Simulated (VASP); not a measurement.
Here is a VASP 6.6.1 calculation.

The input POSCAR:

```
Ti
1.0
    4.5969609937      0.0000000000      0.0000000000
   -2.2984804968      3.9810850007      0.0000000000
    0.0000000000      0.0000000000      2.8196722220
Ti
3
Direct
    0.3334073069      0.0000000000      0.3333333333
    0.0000000000      0.3334073069      0.6666666667
    0.6665926931      0.6665926931      0.0000000000
```

Contents of INCAR.step1:

```
PREC = Accurate
ENCUT = 520
ISMEAR = 0
SIGMA = 0.1
LREAL = False
LASPH = True
NELM = 100
NBANDS = 25
GGA = PE
ALGO = Normal
EDIFF = 1E-4
LWAVE = True
LCHARG = False
```

Contents of INCAR.step2:

```
PREC = Accurate
ENCUT = 520
EDIFF = 1E-6
ISMEAR = 0
SIGMA = 0.1
LREAL = False
LASPH = True
NELM = 100
ALGO = Normal
ISIF = 2
LWAVE = False
LCHARG = False
METAGGA = R2SCAN
LMIXTAU = True
NBANDS = 25
ISTART = 1
```

Contents of KPOINTS:

```
Automatic mesh
0
Gamma
  12 12 16
```

Potentials or basis: VASP PAW PBE potentials, release 64 (Ti_sv).

Run with:

```sh
$ cat potpaw_PBE.64/Ti_sv/POTCAR > POTCAR
$ cp INCAR.step1 INCAR
$ mpirun -np 1 vasp_std > vasp.out
$ cp INCAR.step2 INCAR
$ mpirun -np 1 vasp_std > vasp.out
```

(1) Estimate the pressure.

(2) What does it give for the band gap on the k mesh?

Results:

(1) 0.5 GPa.

(2) zero (band 18 reaches 8.56 eV, above the bottom of band 19 at 7.60 eV).

Caveat: the PAW data sets were made with another functional, which shifts forces and pressure a little.
